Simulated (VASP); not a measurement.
# Si (I4/mmm) in VASP: notebook, part 2 of 2

VASP 6.6.1. Earlier steps stand in the parts before.

## Step 3: Single point, PBEsol (21.74 Å³/atom)

The input, INCAR:

```
PREC = Accurate ; ENCUT = 520
EDIFF = 1E-6 ; ISMEAR = 0
SIGMA = 0.03 ; LREAL = F
LASPH = T ; NELM = 80
ALGO = Normal ; ISIF = 2
LWAVE = F ; LCHARG = F
GGA = PS ; NBANDS = 16
```

The input, KPOINTS:

```
regular mesh
0
Gamma
  12 12 12
```

The input, POSCAR:

```
Si
1.0
   -3.4425315720      3.4425315720      1.8345250747
    3.4425315720     -3.4425315720      1.8345250747
    3.4425315720      3.4425315720     -1.8345250747
Si
4
Direct
    0.1787304307      0.1787304307      0.3574608614
    0.8212695693      0.8212695693      0.6425391386
    0.1787304307      0.8212695693      0.0000000000
    0.8212695693      0.1787304307      0.0000000000
```

Potentials or basis: VASP PAW PBE potentials, release 64 (Si).

Started as:

```sh
$ cat potpaw_PBE.64/Si/POTCAR > POTCAR
$ mpirun -np 1 vasp_std > vasp.out
```

It took 2.4 min on 1 thread of Intel Xeon Platinum 8488C (Sapphire Rapids), shared host; peak memory 0.33 GiB.

The run converged. Its results:

```
Free energy            : -22.3381 eV
Pressure               : -1.3 GPa
Largest force          : 0.819 eV/Å
Band gap on the k mesh : zero (bands 8 and 9 overlap by 0.09 eV)
```

Forces in eV/Å, atoms in the order of the input:
```
Si  -0.579 -0.579  0.000
Si   0.579  0.579  0.000
Si   0.579 -0.579  0.000
Si  -0.579  0.579  0.000
```

Stress tensor (GPa, compression positive):
```
-5.79  0.00  0.00
 0.00 -5.79  0.00
 0.00  0.00  7.72
```

Levels at points of the mesh, in eV from the Fermi level:
```csv
k point,band 4,band 5,band 6,band 7,band 8,band 9,band 10,band 11,band 12,band 13
"(0.00, 0.00, 0.00)",-5.55,-3.68,-1.00,-1.00,-0.41,1.09,1.09,2.16,2.77,2.77
"(0.50, 0.00, 0.00)",-6.28,-4.28,-3.41,-2.17,-1.61,0.72,1.96,2.78,3.33,3.73
"(0.50, 0.50, 0.00)",-4.93,-2.90,-2.20,-1.39,-1.09,1.76,2.27,2.50,3.47,4.66
"(0.50, 0.50, 0.50)",-4.92,-2.21,-0.14,-0.14,0.04,1.19,2.50,2.66,4.14,4.84
```

Caveat: semilocal functionals underestimate gaps, so a narrow gap can read as zero; the PAW data sets were made with another functional, which shifts forces and pressure a little.

## Step 4: Single point, PBEsol (22.31 Å³/atom)

This run uses another cell than the first one, of 22.31 Å³/atom.

The input, INCAR:

```
PREC     = Accurate       # precision mode
ENCUT    = 520            # plane-wave cutoff, eV
EDIFF    = 1E-6           # SCF threshold, eV
ISMEAR   = 0              # smearing method
SIGMA    = 0.03           # smearing width, eV
LREAL    = F              # projectors in reciprocal space
LASPH    = T              # aspherical terms in the spheres
NELM     = 100            # most SCF steps
ALGO     = Normal         # electronic algorithm
ISIF     = 2              # what is computed and relaxed
LWAVE    = F              # write WAVECAR
LCHARG   = F              # write CHGCAR
GGA      = PS             # functional
NBANDS   = 16             # bands
```

KPOINTS is that of step 3.

The input, POSCAR:

```
Si
1.0
   -3.2471505600      3.2471505600      2.1155185898
    3.2471505600     -3.2471505600      2.1155185898
    3.2471505600      3.2471505600     -2.1155185898
Si
4
Direct
    0.1787304307      0.1787304307      0.3574608614
    0.8212695693      0.8212695693      0.6425391386
    0.1787304307      0.8212695693      0.0000000000
    0.8212695693      0.1787304307      0.0000000000
```

Started as:

```sh
$ cat potpaw_PBE.64/Si/POTCAR > POTCAR
$ mpirun -np 1 vasp_std > vasp.out
```

Run time: 2.4 min. Hardware: 1 thread of Intel Xeon Platinum 8488C (Sapphire Rapids), shared host; peak memory 0.33 GiB.

It converged, with:

| Item | Value |
| --- | --- |
| Free energy | -22.0819 eV |
| Pressure | -3.1 GPa |
| Largest force | 1.197 eV/Å |
| Band gap on the k mesh | zero (bands 8 and 9 overlap by 0.33 eV) |

Forces in eV/Å, atoms in the order of the input:
```
Si   0.846  0.846  0.000
Si  -0.846 -0.846  0.000
Si  -0.846  0.846  0.000
Si   0.846 -0.846  0.000
```

Stress tensor (GPa, compression positive):
```
  2.70   0.00   0.00
  0.00   2.70   0.00
  0.00   0.00 -14.64
```

Levels at points of the mesh, in eV from the Fermi level:
```
           k point  band 5  band 6  band 7  band 8  band 9  band 10  band 11  band 12
(0.00, 0.00, 0.00)   -3.58   -1.65   -1.65   -0.72    0.68     1.15     1.15     2.96
(0.50, 0.00, 0.00)   -3.99   -3.23   -2.26   -0.80    1.16     2.93     3.33     3.68
(0.50, 0.50, 0.00)   -2.41   -2.37   -1.85   -1.10    0.77     1.31     2.12     4.07
(0.50, 0.50, 0.50)   -3.43   -0.59   -0.08    0.26    0.26     2.12     4.01     4.01
```

Caveat: the cell stands under tension; semilocal functionals underestimate gaps, so a narrow gap can read as zero; the PAW data sets were made with another functional, which shifts forces and pressure a little.

## Step 5: Single point, PBEsol (22.31 Å³/atom)

This run uses another cell than the first one, of 22.31 Å³/atom.

The input, INCAR:

```
PREC     = Accurate       # precision mode
ENCUT    = 520            # plane-wave cutoff, eV
EDIFF    = 1E-6           # SCF threshold, eV
ISMEAR   = 0              # smearing method
SIGMA    = 0.03           # smearing width, eV
LREAL    = False          # projectors in reciprocal space
LASPH    = True           # aspherical terms in the spheres
NELM     = 80             # most SCF steps
ALGO     = Normal         # electronic algorithm
ISIF     = 2              # what is computed and relaxed
LWAVE    = False          # write WAVECAR
LCHARG   = False          # write CHGCAR
GGA      = PS             # functional
NBANDS   = 16             # bands
```

The input, KPOINTS:

```
Automatic mesh
0
Gamma
  12 12 12
```

The input, POSCAR:

```
Si
1.0
   -3.5189426538      3.5189426538      1.8013467445
    3.5189426538     -3.5189426538      1.8013467445
    3.5189426538      3.5189426538     -1.8013467445
Si
4
Direct
    0.1787304307      0.1787304307      0.3574608614
    0.8212695693      0.8212695693      0.6425391386
    0.1787304307      0.8212695693      0.0000000000
    0.8212695693      0.1787304307      0.0000000000
```

Started as:

```sh
$ cat potpaw_PBE.64/Si/POTCAR > POTCAR
$ mpirun -np 1 vasp_std > vasp.out
```

Run time: 2.2 min. Hardware: 1 thread of Intel Xeon Platinum 8488C (Sapphire Rapids), shared host; peak memory 0.33 GiB.

Results (log left out):

| Quantity | Value |
| --- | --- |
| Free energy | -22.0702 eV |
| Pressure | -2.5 GPa |
| Largest force | 1.100 eV/Å |
| Band gap on the k mesh | zero (bands 8 and 9 overlap by 0.35 eV) |

Forces in eV/Å, atoms in the order of the input:
```
Si  -0.778 -0.778  0.000
Si   0.778  0.778  0.000
Si   0.778 -0.778  0.000
Si  -0.778  0.778  0.000
```

Stress tensor (GPa, compression positive):
```
-8.78  0.00  0.00
 0.00 -8.78  0.00
 0.00  0.00 10.13
```

Levels at points of the mesh, in eV from the Fermi level:
| k point | band 4 | band 5 | band 6 | band 7 | band 8 | band 9 | band 10 | band 11 | band 12 | band 13 |
| --- | --- | --- | --- | --- | --- | --- | --- | --- | --- | --- |
| (0.00, 0.00, 0.00) | -5.60 | -3.70 | -0.83 | -0.83 | -0.46 | 0.69 | 0.69 | 2.47 | 2.82 | 2.98 |
| (0.50, 0.00, 0.00) | -6.41 | -4.28 | -3.41 | -2.12 | -1.77 | 0.63 | 1.66 | 2.61 | 3.18 | 3.41 |
| (0.50, 0.50, 0.00) | -5.03 | -2.98 | -2.39 | -1.16 | -0.90 | 1.56 | 2.52 | 2.73 | 3.09 | 4.77 |
| (0.50, 0.50, 0.50) | -4.88 | -1.90 | -0.34 | -0.34 | 0.09 | 1.54 | 1.78 | 2.18 | 4.25 | 4.70 |

Caveat: semilocal functionals underestimate gaps, so a narrow gap can read as zero; the PAW data sets were made with another functional, which shifts forces and pressure a little.

## Step 6: Single point, PBEsol (22.31 Å³/atom)

This run uses another cell than the first one, of 22.31 Å³/atom.

The input, INCAR:

```
SYSTEM = Si
  ALGO = Normal
  EDIFF = 1E-6
  ENCUT = 520
  GGA = PS
  ISIF = 2
  ISMEAR = 0
  LASPH = .TRUE.
  LCHARG = .FALSE.
  LREAL = .FALSE.
  LWAVE = .FALSE.
  NBANDS = 16
  NELM = 60
  PREC = Accurate
  SIGMA = 0.03
```

The input, KPOINTS:

```
k-points
0
G
  12 12 12
  0 0 0
```

The input, POSCAR:

```
Si
1.0
   -3.3352949199      3.3352949199      2.0051793059
    3.3352949199     -3.3352949199      2.0051793059
    3.3352949199      3.3352949199     -2.0051793059
Si
4
Direct
    0.1787304307      0.1787304307      0.3574608614
    0.8212695693      0.8212695693      0.6425391386
    0.1787304307      0.8212695693      0.0000000000
    0.8212695693      0.1787304307      0.0000000000
```

Potentials or basis: VASP PAW PBE potentials, release 64 (Si).

Started as:

```sh
$ cat potpaw_PBE.64/Si/POTCAR > POTCAR
$ mpirun -np 1 vasp_std > vasp.out
```

Run time: 2.3 min. Hardware: 1 thread of Intel Xeon Platinum 8488C (Sapphire Rapids), shared host; peak memory 0.33 GiB.

It converged, with:

| Property | Result |
| --- | --- |
| Free energy | -22.4401 eV |
| Pressure | -3.9 GPa |
| Largest force | 0.310 eV/Å |
| Band gap on the k mesh | zero (bands 8 and 9 overlap by 0.03 eV) |

Forces in eV/Å, atoms in the order of the input:
```
Si   0.219  0.219  0.000
Si  -0.219 -0.219  0.000
Si  -0.219  0.219  0.000
Si   0.219 -0.219  0.000
```

Stress tensor (GPa, compression positive):
```
-1.77  0.00  0.00
 0.00 -1.77  0.00
 0.00  0.00 -8.15
```

Levels at points of the mesh, in eV from the Fermi level:
| k point | band 6 | band 7 | band 8 | band 9 | band 10 | band 11 |
| --- | --- | --- | --- | --- | --- | --- |
| (0.00, 0.00, 0.00) | -1.60 | -1.60 | -0.63 | 1.09 | 1.36 | 1.36 |
| (0.50, 0.00, 0.00) | -3.39 | -2.35 | -1.27 | 0.86 | 2.39 | 3.03 |
| (0.50, 0.50, 0.00) | -2.16 | -1.75 | -1.65 | 1.17 | 1.56 | 1.90 |
| (0.50, 0.50, 0.50) | -0.28 | -0.06 | 0.03 | 0.03 | 2.45 | 3.73 |

Caveat: the cell stands under tension; semilocal functionals underestimate gaps, so a narrow gap can read as zero; the PAW data sets were made with another functional, which shifts forces and pressure a little.

## Step 7: Overview

```tsv
cell	gap on the mesh (eV)	pressure (GPa)	largest force (eV/Å)
a = 5.046 Å, angles 99.4, 99.4, 132.3°, 4 atoms	none	-1.7	0.86
a = 5.203 Å, angles 97.1, 97.1, 138.7°, 4 atoms	none	-1.3	0.82
a = 5.056 Å, angles 100.1, 100.1, 130.5°, 4 atoms	none	-3.1	1.20
a = 5.293 Å, angles 96.7, 96.7, 140.2°, 4 atoms	none	-2.5	1.10
a = 5.125 Å, angles 98.8, 98.8, 133.9°, 4 atoms	none	-3.9	0.31
```

Alike in all rows: task single point; level PBEsol; potentials or basis VASP PAW PBE potentials, release 64 (Si); no spin polarisation; k mesh 12 × 12 × 12; cutoff (eV) 520; smearing gaussian 0.03 eV.

Caveats: semilocal functionals underestimate gaps, so a narrow gap can read as zero; the PAW data sets were made with another functional, which shifts forces and pressure a little; the cell stands under tension (at least some runs).

Total energies depend on the potentials used, so only differences within one code and one set of settings carry meaning.
